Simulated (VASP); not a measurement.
# NiO: single point with PBE

The system is NiO.

```xyz
2
Lattice="0.0000 2.2682 2.2682 2.2682 0.0000 2.2682 2.2682 2.2682 0.0000" Properties=species:S:1:pos:R:3 pbc="T T T"
Ni    0.0000    0.0000    0.0000
O     1.1341    1.1341    1.1341
```

```json
{
  "Program": "VASP 6.6.1",
  "Task": "single point",
  "Functional": "PBE",
  "Potentials or basis": "VASP PAW PBE potentials, release 64 (Ni_sv_GW, O_h)",
  "Cutoff": "1340 eV",
  "k mesh": "10 × 10 × 10",
  "Occupations": "fermi-dirac, width 0.05 eV",
  "Spin": "collinear spin, ferromagnetic start",
  "Starting moments": "[1.0, 0.0] μB",
  "Dipole correction": "no",
  "Further INCAR settings": "ALGO = Normal; EDIFF = 1e-06; NBANDS = 23"
}
```

The pressure is -4.5 GPa. The band gap on the k mesh is zero (filled and empty bands overlap) and the net moment is 1.97 μB per cell. The site moments are Ni +1.56; O +0.28 μB and the valence electrons inside the program's atomic spheres are Ni 16.17; O 3.33.

Levels at points of the mesh, in eV from the Fermi level:
Spin up:
| k point | band 9 | band 10 | band 11 | band 12 | band 13 | band 14 | band 15 | band 16 | band 17 | band 18 |
| --- | --- | --- | --- | --- | --- | --- | --- | --- | --- | --- |
| (0.00, 0.00, 0.00) | -2.41 | -2.41 | 0.04 | 0.04 | 0.04 | 0.29 | 13.93 | 13.93 | 13.93 | 20.23 |
| (0.50, 0.00, 0.00) | -2.61 | -2.36 | -2.36 | -0.74 | -0.74 | 5.61 | 7.09 | 13.46 | 13.46 | 17.32 |
| (0.50, 0.50, 0.00) | -3.12 | -2.15 | -1.91 | -1.91 | -1.78 | 5.23 | 9.51 | 10.97 | 14.13 | 14.13 |
Spin down:
```csv
k point,band 7,band 8,band 9,band 10,band 11,band 12,band 13,band 14,band 15,band 16
"(0.00, 0.00, 0.00)",-4.80,-4.80,-1.33,-1.33,0.59,1.70,1.70,1.70,14.20,14.20
"(0.50, 0.00, 0.00)",-4.58,-4.58,-1.13,-1.13,-0.69,0.84,0.84,5.93,7.59,13.79
"(0.50, 0.50, 0.00)",-4.26,-4.26,-1.43,-1.04,-0.75,-0.06,-0.06,5.71,10.16,11.21
```

It took 4.6 min on 1 thread of Intel(R) Xeon(R) Platinum 8375C CPU @ 2.90GHz (Ice Lake), on a shared host, peak memory 0.42 GiB.

Caveat: the cell stands under tension; a cell with one magnetic atom can't hold antiferromagnetic order, which such compounds often take; semilocal functionals often make such compounds metallic where correlation or magnetic order opens a gap, which also shifts bond lengths. With open d or f shells a metallic result of PBE can be an artefact of self-interaction; +U or a hybrid may open a gap.
